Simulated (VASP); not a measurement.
A run of VASP 6.6.1:

The input INCAR:

```
PREC     = Accurate       # precision mode
ENCUT    = 520            # plane-wave cutoff, eV
EDIFF    = 1E-6           # SCF threshold, eV
ISMEAR   = -1             # smearing method
SIGMA    = 0.02           # smearing width, eV
LREAL    = F              # projectors in reciprocal space
LASPH    = T              # aspherical terms in the spheres
NELM     = 100            # most SCF steps
ALGO     = Normal         # electronic algorithm
ISIF     = 2              # what is computed and relaxed
LWAVE    = F              # write WAVECAR
LCHARG   = T              # write CHGCAR
GGA      = PE             # functional
LELF     = T              # ELF
LVHAR    = T            
NBANDS   = 16             # bands
```

File KPOINTS:

```
regular mesh
0
Gamma
  12 12 6
```

The input POSCAR:

```
BN
1.0
    2.4930709996      0.0000000000      0.0000000000
   -1.2465354998      2.1590628191      0.0000000000
    0.0000000000      0.0000000000      4.1236590347
B N
2 2
Direct
    0.3333333333      0.6666666667      0.0004218835
    0.6666666667      0.3333333333      0.5004218835
    0.3333333333      0.6666666667      0.3745781165
    0.6666666667      0.3333333333      0.8745781165
```

Potentials or basis: VASP PAW PBE potentials, release 64 (B, N).

Run with:

```sh
$ cat potpaw_PBE.64/B/POTCAR potpaw_PBE.64/N/POTCAR > POTCAR
$ mpirun -np 1 vasp_std > vasp.out
```

Hardware: 1 thread of Intel Xeon 8259CL, on a shared host.

Question: Estimate the wall time of this run.

Answer: Run time: 48 s on 1 thread of Intel Xeon 8259CL, with other jobs on the host, peak memory 0.15 GiB. Counts: scf iterations 12, k points 76.
